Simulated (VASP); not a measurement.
TaSi2, 9 atoms in the cell. Symmetry: P6_222, No. 180, hexagonal system. Conventional cell: a = 4.802 Å, b = 4.802 Å, c = 6.609 Å, α = 90.00°, β = 90.00°, γ = 120.00°. Within 3.5 Å of Ta (site symmetry 222) lie 10 Si at 2.62 to 2.83 Å and 4 Ta at 3.26 Å. Within 3.4 Å of Si (site symmetry 2) lie 9 Si at 2.57 to 3.34 Å and 5 Ta at 2.62 to 2.83 Å. 

- Program: VASP 6.6.1
- Task: single point
- Functional: PBE
- Potentials or basis: VASP PAW PBE potentials, release 64 (Ta_pv, Si)
- Cutoff: 520 eV
- k mesh: 6 × 6 × 4
- Occupations: gaussian, width 0.1 eV
- Spin: no spin polarisation
- Dipole correction: no
- Further INCAR settings: ALGO = Normal; EDIFF = 1e-06; NBANDS = 38

Potentials or basis: VASP PAW PBE potentials, release 64 (Ta_pv, Si).

Command:

```bash
$ cat potpaw_PBE.64/Ta_pv/POTCAR potpaw_PBE.64/Si/POTCAR > POTCAR
$ mpirun -np 1 vasp_std > vasp.out
```

Hardware: 1 thread of Intel(R) Xeon(R) Platinum 8259CL CPU @ 2.50GHz (Skylake/Cascade Lake), with other jobs on the host.

Task: Estimate the wall time of this run.

Result: Run time: 110 s on 1 thread of Intel(R) Xeon(R) Platinum 8259CL CPU @ 2.50GHz (Skylake/Cascade Lake), on a shared host, peak memory 0.28 GiB. Counts: scf iterations 13, k points 21.
